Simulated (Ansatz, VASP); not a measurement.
Two plane-wave programs on CuO

Contents of INCAR:

```
SYSTEM = CuO
PREC = Accurate
ENCUT = 520
EDIFF = 1E-6
ISMEAR = -1
SIGMA = 0.05
LREAL = .FALSE.
LASPH = .TRUE.
NELM = 100
ALGO = Normal
ISIF = 2
LWAVE = .FALSE.
LCHARG = .TRUE.
GGA = RP
LELF = .TRUE.
LVHAR = .TRUE.
NBANDS = 16
```

The input KPOINTS:

```
Automatic mesh
0
G
  11 11 11
  0 0 0
```

File POSCAR:

```
CuO
1.0
    0.0000000000      2.0733527743      2.0733527743
    2.0733527743      0.0000000000      2.0733527743
    2.0733527743      2.0733527743      0.0000000000
Cu O
1 1
Direct
    0.0294977200      0.0281008700      0.9080259900
    0.4705022800      0.4718991300      0.5919740100
```

File input.yaml:

```yaml
crystal:
  lattice:
    - [0.0, 2.0733527743, 2.0733527743]
    - [2.0733527743, 0.0, 2.0733527743]
    - [2.0733527743, 2.0733527743, 0.0]
  atoms:
    - { symbol: Cu, position: [0.02949772, 0.02810087, 0.90802599] }
    - { symbol: O, position: [0.47050228, 0.47189913, 0.59197401] }
hamiltonian:
  xc: rpbe
  pseudopotentials: { kind: paw }
kpoints:
  mp_grid: { grid: [11, 11, 11] }
scf:
  occupations: { method: fermi_dirac, width: 0.05 }
output:
  forces: true
  stress: true
  eigenvalues: true
```

Alike in both runs: task single point; functional RPBE; k mesh 11 × 11 × 11; occupations fermi-dirac, width 0.05 eV; no spin polarisation.

```csv
,VASP,Ansatz
version,VASP 6.6.1,Ansatz 0.2.0
potentials or method,"VASP PAW PBE potentials, release 64 (Cu, O)",Ansatz PAW
plane-wave cutoff (eV),520,420
valence electrons in the cell,17,25
```

|  | VASP | Ansatz | Ansatz less VASP |
| --- | --- | --- | --- |
| gap on the k mesh at the Fermi level (eV) | none | none | - |
| rms of the force components (eV/Å) | 0.945 | 0.885 | -0.0606 |

VASP's potentials were made for PBE, not for RPBE. Atom by atom the forces differ by 0.061 eV/Å (rms over components). A gap of «none» marks a metal or a gap that the smearing closes. VASP's potentials hold 17 valence electrons a cell and Ansatz's 25, so a difference there can come from the potentials and not from the codes.
